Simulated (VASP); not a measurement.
Here is a VASP 6.6.1 calculation.

INCAR

```
  PREC = Accurate
  ENCUT = 520
  EDIFF = 1E-6
  ISMEAR = 0
  SIGMA = 0.05
  LREAL = False
  LASPH = True
  NELM = 80
  ALGO = Normal
  ISIF = 2
  LWAVE = False
  LCHARG = True
  LELF = True
  LVHAR = True
  NBANDS = 16
```

Contents of KPOINTS:

```
regular mesh
0
Gamma
  9 9 9
```

File POSCAR:

```
SrC2
1.0
    2.3159395519      1.3371083237      2.2143958931
   -2.3159395519      1.3371083237      2.2143958931
    0.0000000000     -2.6742166475      2.2143958932
Sr C
1 2
Direct
    0.0000000000      0.0000000000      0.0000000000
    0.5915580000      0.5915580000      0.5915580000
    0.4084420000      0.4084420000      0.4084420000
```

Potentials or basis: VASP PAW LDA potentials, release 64 (Sr_sv, C).

The run is started by

```console
$ cat potpaw_LDA.64/Sr_sv/POTCAR potpaw_LDA.64/C/POTCAR > POTCAR
$ mpirun -np 1 vasp_std > vasp.out
```

**Question.** What does it give for the pressure?

**Answer.** 14.0 GPa.

**Question.** Estimate the band gap on the k mesh.

**Answer.** 1.03 eV, indirect (least direct gap 2.10 eV).

**Question.** Estimate the largest force.

**Answer.** 3.083 eV/Å.

Stress tensor (GPa, compression positive):
```
 8.58  0.00  0.00
 0.00  8.58  0.00
 0.00  0.00 24.77
```

Caveat: the cell differs from its parent crystal (strain -0.080 along x and y, -0.040 along z); forces of over 1 eV/Å act on the atoms, so gaps and moduli don't describe the material at rest. A k mesh can miss the band edges.
